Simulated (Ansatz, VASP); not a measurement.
MoS2: VASP beside Ansatz

Contents of INCAR:

```
  PREC = Accurate
  ENCUT = 520
  EDIFF = 1E-6
  ISMEAR = -1
  SIGMA = 0.05
  LREAL = F
  LASPH = T
  NELM = 100
  ALGO = Normal
  ISIF = 2
  LWAVE = F
  LCHARG = T
  GGA = PS
  LELF = T
  LVHAR = T
  NBANDS = 49
```

The input KPOINTS:

```
regular mesh
0
Gamma
  10 10 1
```

File POSCAR:

```
MoS2
1.0
    3.1840155185      0.0000000000      0.0000000000
   -1.5920077592      2.7574383250      0.0000000000
    0.0000000000      0.0000000000     28.3873198000
Mo S
3 6
Direct
    0.3333333333      0.6666666667      0.2281647700
    0.3333333333      0.6666666667      0.7718352300
    0.6666666667      0.3333333333      0.0000000000
    0.6666666667      0.3333333333      0.1734930900
    0.6666666667      0.3333333333      0.7171875100
    0.3333333333      0.6666666667      0.9453341200
    0.6666666667      0.3333333333      0.2828124900
    0.6666666667      0.3333333333      0.8265069100
    0.3333333333      0.6666666667      0.0546658800
```

input.yaml

```yaml
crystal:
  lattice:
    - [3.1840155185, 0.0, 0.0]
    - [-1.5920077592, 2.757438325, 0.0]
    - [0.0, 0.0, 28.3873198]
  atoms:
    - { symbol: Mo, position: [0.3333333333, 0.6666666667, 0.22816477] }
    - { symbol: Mo, position: [0.3333333333, 0.6666666667, 0.77183523] }
    - { symbol: Mo, position: [0.6666666667, 0.3333333333, 0.0] }
    - { symbol: S, position: [0.6666666667, 0.3333333333, 0.17349309] }
    - { symbol: S, position: [0.6666666667, 0.3333333333, 0.71718751] }
    - { symbol: S, position: [0.3333333333, 0.6666666667, 0.94533412] }
    - { symbol: S, position: [0.6666666667, 0.3333333333, 0.28281249] }
    - { symbol: S, position: [0.6666666667, 0.3333333333, 0.82650691] }
    - { symbol: S, position: [0.3333333333, 0.6666666667, 0.05466588] }
hamiltonian:
  xc: pbesol
  pseudopotentials: { kind: paw }
kpoints:
  mp_grid: { grid: [10, 10, 1] }
  band_path:
    path:
      - [[0.0, 0.0, 0.0], [0.5, 0.0, 0.0], [0.3333333333, 0.3333333333, 0.0], [0.0, 0.0, 0.0], [0.0, 0.0, 0.5], [0.5, 0.0, 0.5], [0.3333333333, 0.3333333333, 0.5], [0.0, 0.0, 0.5]]
      - [[0.5, 0.0, 0.5], [0.5, 0.0, 0.0]]
      - [[0.3333333333, 0.3333333333, 0.0], [0.3333333333, 0.3333333333, 0.5]]
    npoints: 10
scf:
  occupations: { method: fermi_dirac, width: 0.05 }
  n_extra_bands: 22
output:
  forces: true
  stress: true
  eigenvalues: true
  fatbands: true
```

Alike in both runs: functional PBEsol; k mesh 10 × 10 × 1; occupations fermi-dirac, width 0.05 eV; no spin polarisation.

```csv
,VASP,Ansatz
version,VASP 6.6.1,Ansatz 0.2.0
potentials or method,"VASP PAW PBE potentials, release 64 (Mo_sv, S)",Ansatz PAW
plane-wave cutoff (eV),520,420
valence electrons in the cell,78,78
task,single point,band structure
```

|  | VASP | Ansatz | Ansatz less VASP |
| --- | --- | --- | --- |
| gap on the k mesh at the Fermi level (eV) | 1.31 | 1.29 | -0.015 |
| least direct gap on the mesh (eV) | 1.89 | 1.88 | -0.004 |
| rms of the force components (eV/Å) | 0.062 | 0.063 | +0.0009 |

VASP's potentials were made for PBE, not for PBEsol. Atom by atom the forces differ by 0.001 eV/Å (rms over components).

Noted on Ansatz's run: the k mesh misses the band edges, so the gap on the mesh is wider than the one along the path.
